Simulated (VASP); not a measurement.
# Co3Sn2Se2 (R-3m) in VASP: notebook

The runs below take Co3Sn2Se2 through single point, with PBE.

All numbers are computed with VASP 6.6.1; they aren't measurements. Logs are shortened: lines on timing, memory, paths and dates and some standing lists are left out, and cuts for length are marked.

### Step 1. The cell of the first run

It takes space group R-3m (No. 166, trigonal). The conventional cell has a = 5.508 Å, b = 5.508 Å, c = 13.495 Å, α = 90.00°, β = 90.00°, γ = 120.00°. Within 3.0 Å of Co (site symmetry 2/m) lie 2 Se at 2.23 Å and 4 Co at 2.75 Å and 4 Sn at 2.75 Å. Se (site symmetry 3m) has 3 Co at 2.23 Å and 1 Sn at 2.93 Å within 3.0 Å. Within 3.6 Å of Sn (site symmetry -3m) lie 6 Co at 2.75 Å and 8 Se at 2.93 to 3.55 Å. Sn (site symmetry -3m) has 6 Co at 2.75 Å and 6 Se at 3.25 Å within 3.6 Å.

### Step 2. Single point, PBE

The input, INCAR:

```
SYSTEM = Co3Sn2Se2
  PREC = Accurate
  ENCUT = 520
  EDIFF = 1E-7
  ISMEAR = -1
  SIGMA = 0.1
  LREAL = .False.
  LASPH = .True.
  NELM = 100
  ALGO = Normal
  ISIF = 2
  LWAVE = .False.
  LCHARG = .False.
  GGA = PE
  NBANDS = 42
```

The input, KPOINTS:

```
regular mesh
0
Gamma
  4 4 4
  0 0 0
```

The input, POSCAR:

```
Co3Sn2Se2
1.0
    2.7537980000      4.7697130000      0.0000000000
   -2.7537980000      4.7697130000      0.0000000000
    0.0000000000     -3.1798050000      4.4984760000
Co Se Sn
3 2 2
Direct
    0.0000000000      0.0000000000      0.5000000000
    0.5000000000      0.0000000000      0.5000000000
    0.0000000000      0.5000000000      0.5000000000
    0.2830000000      0.2830000000      0.8490000000
    0.7170000000      0.7170000000      0.1510000000
    0.5000000000      0.5000000000      0.5000000000
    0.0000000000      0.0000000000      0.0000000000
```

Potentials or basis: VASP PAW PBE potentials, release 64 (Co, Se, Sn_d).

On the command line:

```console
cat potpaw_PBE.64/Co/POTCAR potpaw_PBE.64/Se/POTCAR potpaw_PBE.64/Sn_d/POTCAR > POTCAR
mpirun -np 1 vasp_std > vasp.out
```

OUTCAR:

```text
SYSTEM = Co3Sn2Se2
   PREC = Accurate
   ENCUT = 520
   EDIFF = 1E-7
   ISMEAR = -1
   LREAL = .False.
   LASPH = .True.
   NELM = 100
   ISIF = 2
   GGA = PE

 ion  position               nearest neighbor table
   1  0.000  0.000  0.500-   4 2.23   5 2.23   2 2.75   3 2.75   3 2.75   2 2.75   6 2.75   6 2.75
                             7 2.75   7 2.75
   2  0.500  0.000  0.500-   4 2.23   5 2.23   1 2.75   6 2.75   6 2.75   1 2.75   3 2.75   3 2.75
                             7 2.75   7 2.75
   3  0.000  0.500  0.500-   4 2.23   5 2.23   1 2.75   6 2.75   1 2.75   6 2.75   2 2.75   2 2.75
                             7 2.75   7 2.75
   4  0.283  0.283  0.849-   2 2.23   3 2.23   1 2.23   6 2.93   7 3.25   7 3.25   7 3.25
   5  0.717  0.717  0.151-   2 2.23   3 2.23   1 2.23   6 2.93   7 3.25   7 3.25   7 3.25
   6  0.500  0.500  0.500-   2 2.75   3 2.75   2 2.75   3 2.75   1 2.75   1 2.75   5 2.93   4 2.93

   7  0.000  0.000  0.000-   1 2.75   1 2.75   3 2.75   2 2.75   3 2.75   2 2.75   5 3.25   4 3.25
                             4 3.25   5 3.25   4 3.25   5 3.25

  LATTYP: Found a trigonal (rhomboedric) cell.
 ALAT       =     5.5088562512
 COS(alpha) =     0.5002287420

  Lattice vectors:

 A1 = (   2.7537980000,   1.5899080000,   4.4984760000)
 A2 = (  -2.7537980000,   1.5899080000,   4.4984760000)
 A3 = (   0.0000000000,  -3.1798050000,   4.4984760000)

Analysis of symmetry for initial positions (statically):
=====================================================================
 Subroutine PRICEL returns:
 Original cell was already a primitive cell.

 Routine SETGRP: Setting up the symmetry group for a
 trigonal (rhombohedral) supercell.

 Subroutine GETGRP returns: Found 12 space group operations
 (whereof 12 operations were pure point group operations)
 out of a pool of 12 trial point group operations.

The static configuration has the point symmetry D_3d.

Analysis of symmetry for dynamics (positions and initial velocities):
=====================================================================
 Subroutine PRICEL returns:
 Original cell was already a primitive cell.

 Routine SETGRP: Setting up the symmetry group for a
 trigonal (rhombohedral) supercell.

 Subroutine GETGRP returns: Found 12 space group operations
 (whereof 12 operations were pure point group operations)
 out of a pool of 12 trial point group operations.

The dynamic configuration has the point symmetry D_3d.

 Subroutine INISYM returns: Found 12 space group operations
 (whereof 12 operations are pure point group operations),
 and found     1 'primitive' translations

----------------------------------------------------------------------------------------

                                     Primitive cell

  volume of cell :     118.1734

  direct lattice vectors                    reciprocal lattice vectors
     2.753798000  4.769713000  0.000000000     0.181567421  0.104828110  0.074099084
    -2.753798000  4.769713000  0.000000000    -0.181567421  0.104828110  0.074099084
     0.000000000 -3.179805000  4.498476000     0.000000000  0.000000000  0.222297507

  length of vectors
     5.507591627  5.507591627  5.508851619     0.222365319  0.222365319  0.222297507

  position of ions in fractional coordinates (direct lattice)
     0.000000000  0.000000000  0.500000000
     0.500000000  0.000000000  0.500000000
     0.000000000  0.500000000  0.500000000
     0.283000000  0.283000000  0.849000000
     0.717000000  0.717000000  0.151000000
     0.500000000  0.500000000  0.500000000
     0.000000000  0.000000000  0.000000000

  ion indices of the primitive-cell ions
   primitive index   ion index
                 1           1
                 2           2
                 3           3
                 4           4
                 5           5
                 6           6
                 7           7

----------------------------------------------------------------------------------------

 KPOINTS: regular mesh

Automatic generation of k-mesh.
 Grid dimensions read from file:
 generate k-points for:    4    4    4

 Generating k-lattice:

  Cartesian coordinates                     Fractional coordinates (reciprocal lattice)
     0.045391855  0.026207028  0.018524771     0.250000000  0.000000000  0.000000000
    -0.045391855  0.026207028  0.018524771     0.000000000  0.250000000  0.000000000
     0.000000000  0.000000000  0.055574377     0.000000000  0.000000000  0.250000000

  Length of vectors
     0.055591330  0.055591330  0.055574377

  Shift w.r.t. Gamma in fractional coordinates (k-lattice)
     0.000000000  0.000000000  0.000000000

 Subroutine IBZKPT returns following result:
 ===========================================

 Found     13 irreducible k-points:

 Following reciprocal coordinates:
            Coordinates               Weight
  0.000000  0.000000  0.000000      1.000000
  0.250000 -0.000000 -0.000000      6.000000
  0.500000 -0.000000 -0.000000      3.000000
  0.250000  0.250000  0.000000      6.000000
  0.500000  0.250000 -0.000000     12.000000
 -0.250000  0.250000  0.000000      6.000000
  0.500000  0.500000  0.000000      3.000000
  0.000000  0.000000  0.250000      2.000000
  0.250000 -0.000000  0.250000      6.000000
  0.500000 -0.000000  0.250000      6.000000
  0.250000  0.250000  0.250000      6.000000
  0.500000  0.250000  0.250000      6.000000
  0.000000  0.000000  0.500000      1.000000
   k-points           NKPTS =     13   k-points in BZ     NKDIM =     13   number of bands    NBANDS=     42
   number of dos      NEDOS =    301   number of ions     NIONS =      7
   total plane-waves  NPLWV =  74088
   dimension x,y,z NGX =    42 NGY =   42 NGZ =   42
   dimension x,y,z NGXF=    84 NGYF=   84 NGZF=   84
   ions per type =               3   2   2
   NGX,Y,Z   is equivalent  to a cutoff of  12.68, 12.68, 12.67 a.u.
   NGXF,Y,Z  is equivalent  to a cutoff of  25.36, 25.36, 25.35 a.u.
 SYSTEM =  Co3Sn2Se2
   PREC   = accura    normal or accurate (medium, high low for compatibility)
   ISTART =      0    job   : 0-new  1-cont  2-samecut
   ICHARG =      2    charge: 1-file 2-atom 10-const
   ISPIN  =      1    spin polarized calculation?
   LNONCOLLINEAR =      F non collinear calculations
   LSORBIT =      F    spin-orbit coupling
   LASPH  =      T    aspherical Exc in radial PAW
   ENCUT  =  520.0 eV  38.22 Ry    6.18 a.u.  10.24 10.24 10.24*2*pi/ulx,y,z
   NELM   =    100;   NELMIN=  2; NELMDL= -5     # of ELM steps
   EDIFF  = 0.1E-06   stopping-criterion for ELM
   LREAL  =      F    real-space projection
   EDIFFG = 0.1E-05   stopping-criterion for IOM
   NSW    =      0    number of steps for IOM
   IBRION =     -1    ionic relax: 0-MD 1-quasi-New 2-CG
   NFREE  =      0    steps in history (QN), initial steepest desc. (CG)
   ISIF   =      2    stress and relaxation
   ISYM   =      2    0-nonsym 1-usesym 2-fastsym
   POTIM  = 0.5000    time-step for ionic-motion
   TEBEG  =    0.0;   TEEND  =   0.0 temperature during run
   PSTRESS=    0.0 pullay stress
   NELECT =      67.0000    total number of electrons
   NUPDOWN=      -1.0000    fix difference up-down
   EMIN   =  10.00;   EMAX   =-10.00  energy-range for DOS
   EFERMI =   0.00;   METHOD = LEGACY
   ISMEAR =    -1;   SIGMA  =   0.10  broadening in eV -4-tet -1-fermi 0-gaus
   EFERMI_NEDOS =   21; number of points for ismear=-14 and -15
   IALGO  =     38    algorithm
   IMIX   =      4    mixing-type and parameters
     AMIX     =   0.40;   BMIX     =  1.00
     AMIX_MAG =   1.60;   BMIX_MAG =  1.00
  volume/ion in A,a.u.               =      16.88       113.92
  Fermi-wavevector in a.u.,A,eV,Ry     =   1.354960  2.560503 24.979167  1.835917
  Thomas-Fermi vector in A             =   2.482088
   LORBIT       =      0    0 simple, 1 ext, 2 COOP (PROOUT), +10 PAW based schemes
   GGA     = PE    functional components
   LHFCALC =     F    Hartree Fock is set to
   AEXX    =    0.0000 exact exchange contribution
   IVDW    =     0    specifies the selected vdW correction
   LEPSILON=     F    determine dielectric tensor
   LRPA    =     F    only Hartree local field effects (RPA)
 non-spin polarized calculation
  energy-cutoff  :      520.00
  volume of cell :      118.17
 maximum number of plane-waves:      3218
 NGX is ok and might be reduce to    42
   NGX = 21   NGY = 21   NGZ = 21

 number of electron      67.0000010 magnetization

 Free energy of the ion-electron system (eV)
  ---------------------------------------------------
  ext. energy  EPLUGINS =         0.00000000
  ---------------------------------------------------
  free energy    TOTEN  =       -37.18816343 eV

  energy without entropy =      -37.01598923  energy(sigma->0) =      -37.10207633

 E-fermi :   8.8446     XC(G=0): -11.5240

 val. band max:        8.7996604248   @ k =   0.0000   0.0000   0.0000
 cond. band min:       8.8828861199   @ k =  -0.2500   0.2500   0.0000
 fundamental gap:      0.0832256951
 Fermi energy:         8.8445576380

 k-point     1 :       0.0000    0.0000    0.0000
  band No.  band energies     occupation
      1     -12.8571      2.00000
      2     -12.8571      2.00000
      3     -12.8087      2.00000
      4     -12.7587      2.00000
      5     -12.7587      2.00000
      6     -12.7144      2.00000
[... 34 lines left out ...]
     41      12.4755      0.00000
     42      12.4755      0.00000

 k-point     2 :       0.2500   -0.0000   -0.0000
  band No.  band energies     occupation
      1     -12.8562      2.00000
      2     -12.8551      2.00000
      3     -12.8063      2.00000
      4     -12.7540      2.00000
      5     -12.7527      2.00000
      6     -12.7188      2.00000
[... 34 lines left out ...]
     41      12.5829      0.00000
     42      13.7379      0.00000

 k-point     3 :       0.5000   -0.0000   -0.0000
  band No.  band energies     occupation
      1     -12.8552      2.00000
      2     -12.8530      2.00000
      3     -12.8039      2.00000
      4     -12.7473      2.00000
      5     -12.7446      2.00000
      6     -12.7253      2.00000
[... 34 lines left out ...]
     41      13.1921      0.00000
     42      15.1299      0.00000

 k-point     4 :       0.2500    0.2500    0.0000
  band No.  band energies     occupation
      1     -12.8563      2.00000
      2     -12.8550      2.00000
      3     -12.8061      2.00000
      4     -12.7570      2.00000
      5     -12.7482      2.00000
      6     -12.7238      2.00000
[... 349 lines left out ...]
     41      12.6356      0.00000
     42      13.7664      0.00000

 k-point    12 :       0.5000    0.2500    0.2500
  band No.  band energies     occupation
      1     -12.8561      2.00000
      2     -12.8532      2.00000
      3     -12.8034      2.00000
      4     -12.7509      2.00000
      5     -12.7498      2.00000
      6     -12.7189      2.00000
[... 34 lines left out ...]
     41      12.8570      0.00000
     42      13.7463      0.00000

 k-point    13 :       0.0000    0.0000    0.5000
  band No.  band energies     occupation
      1     -12.8531      2.00000
      2     -12.8531      2.00000
      3     -12.8076      2.00000
      4     -12.7416      2.00000
      5     -12.7416      2.00000
      6     -12.7242      2.00000
[... 34 lines left out ...]
     41      12.7787      0.00000
     42      14.6460      0.00000

------------------------ aborting loop because EDIFF is reached ----------------------------------------

  FORCE on cell =-STRESS in cart. coord.  units (eV):
  Direction    XX          YY          ZZ          XY          YZ          ZX
  --------------------------------------------------------------------------------------
  -------------------------------------------------------------------------------------
  Total        0.3265663      0.3265657      3.9349564      0.0000000      0.0000032      0.0000000
  in kB        4.4275379      4.4275285     53.3495516      0.0000000      0.0000435      0.0000000
  external PRESSURE =      20.7348726 kB  Pullay stress =       0.0000000 kB

 VOLUME and BASIS-vectors are now :
 -----------------------------------------------------------------------------
  energy-cutoff  :      520.00
  volume of cell :      118.17
      direct lattice vectors                 reciprocal lattice vectors
     2.753798000  4.769713000  0.000000000     0.181567421  0.104828110  0.074099084
    -2.753798000  4.769713000  0.000000000    -0.181567421  0.104828110  0.074099084
     0.000000000 -3.179805000  4.498476000     0.000000000  0.000000000  0.222297507

 POSITION                                       TOTAL-FORCE (eV/Angst)
 -----------------------------------------------------------------------------------
      0.00000     -1.58990      2.24924         0.000000      0.000000      0.000000
      1.37690      0.79495      2.24924         0.000000      0.000000      0.000000
     -1.37690      0.79495      2.24924        -0.000000      0.000000      0.000000
      0.00000      0.00000      3.81921        -0.000000      0.000001      1.046404
      0.00000      6.35962      0.67927        -0.000000     -0.000001     -1.046404
      0.00000      3.17981      2.24924        -0.000000      0.000000      0.000000
      0.00000      0.00000      0.00000        -0.000000      0.000000      0.000000
 -----------------------------------------------------------------------------------
    total drift:                                0.000000      0.000000     -0.000000

  FREE ENERGIE OF THE ION-ELECTRON SYSTEM (eV)
  ---------------------------------------------------
  free  energy   TOTEN  =       -37.1881634304 eV

  energy  without entropy=      -37.0159892333  energy(sigma->0) =      -37.10207633
```

Run time: 71 s. Hardware: 1 thread of Intel Xeon Platinum 8488C (Sapphire Rapids), shared host; peak memory 0.28 GiB.

What came out:

- Free energy: -37.1882 eV
- Pressure: 2.1 GPa
- Largest force: 1.046 eV/Å

Forces on the atoms (eV/Å):
```
Co   0.000  0.000  0.000
Co   0.000  0.000  0.000
Co   0.000  0.000  0.000
Se   0.000  0.000  1.046
Se   0.000  0.000 -1.046
Sn   0.000  0.000  0.000
Sn   0.000  0.000  0.000
```

Stress tensor (GPa, compression positive):
```
0.44 0.00 0.00
0.00 0.44 0.00
0.00 0.00 5.33
```

Levels at points of the mesh, in eV from the Fermi level:
```
           k point  band 29  band 30  band 31  band 32  band 33  band 34  band 35  band 36  band 37  band 38
(0.00, 0.00, 0.00)    -1.25    -1.25    -0.85    -0.73    -0.73    -0.04     0.08     0.19     0.19     0.57
(0.50, 0.00, 0.00)    -0.99    -0.93    -0.78    -0.74    -0.28     0.05     0.34     0.43     1.54     1.88
(0.50, 0.50, 0.00)    -1.00    -0.86    -0.81    -0.79    -0.67    -0.10     0.55     1.04     2.27     2.34
(0.00, 0.00, 0.50)    -0.88    -0.76    -0.76    -0.26    -0.26    -0.05     0.37     0.37     1.23     2.47
```

Caveat: spin-orbit coupling is left out, which moves the levels of the heavy elements; the run has no spin polarisation, though such a crystal can be magnetic; forces of over 1 eV/Å act on the atoms, so gaps and moduli don't describe the material at rest. With open d or f shells a metallic result of PBE can be an artefact of self-interaction; +U or a hybrid may open a gap.

### Step 3. Single point, PBE

The input, INCAR:

```
ALGO = Normal
EDIFF = 1E-6
ENCUT = 520
GGA = PE
ISIF = 2
ISMEAR = -1
LASPH = True
LCHARG = False
LREAL = False
LWAVE = False
NBANDS = 42
NELM = 60
PREC = Accurate
SIGMA = 0.1
```

The input, KPOINTS:

```
k-points
0
Gamma
  4 4 4
```

POSCAR is that of step 2.

Potentials or basis: VASP PAW PBE potentials, release 64 (Co, Se, Sn_d).

On the command line:

```console
cat potpaw_PBE.64/Co/POTCAR potpaw_PBE.64/Se/POTCAR potpaw_PBE.64/Sn_d/POTCAR > POTCAR
mpirun -np 1 vasp_std > vasp.out
```

It took 75 s on 1 thread of Intel Xeon Platinum 8488C (Sapphire Rapids), shared host; peak memory 0.28 GiB.

Results (log left out):

| Property | Result |
| --- | --- |
| Free energy | -37.1882 eV |
| Pressure | 2.1 GPa |
| Largest force | 1.046 eV/Å |

Forces in eV/Å, atoms in the order of the input:
```
Co   0.000  0.000  0.000
Co   0.000  0.000  0.000
Co   0.000  0.000  0.000
Se   0.000  0.000  1.046
Se   0.000  0.000 -1.046
Sn   0.000  0.000  0.000
Sn   0.000  0.000  0.000
```

Stress tensor (GPa, compression positive):
```
0.43 0.00 0.00
0.00 0.43 0.00
0.00 0.00 5.32
```

Levels at points of the mesh, in eV from the Fermi level:
| k point | band 31 | band 32 | band 33 | band 34 | band 35 | band 36 |
| --- | --- | --- | --- | --- | --- | --- |
| (0.00, 0.00, 0.00) | -0.85 | -0.73 | -0.73 | -0.04 | 0.08 | 0.19 |
| (0.50, 0.00, 0.00) | -0.78 | -0.74 | -0.28 | 0.05 | 0.34 | 0.43 |
| (0.50, 0.50, 0.00) | -0.81 | -0.79 | -0.67 | -0.10 | 0.55 | 1.04 |
| (0.00, 0.00, 0.50) | -0.76 | -0.26 | -0.26 | -0.05 | 0.37 | 0.37 |

Caveat: spin-orbit coupling is left out, which moves the levels of the heavy elements; the run has no spin polarisation, though such a crystal can be magnetic; forces of over 1 eV/Å act on the atoms, so gaps and moduli don't describe the material at rest. With open d or f shells a metallic result of PBE can be an artefact of self-interaction; +U or a hybrid may open a gap.
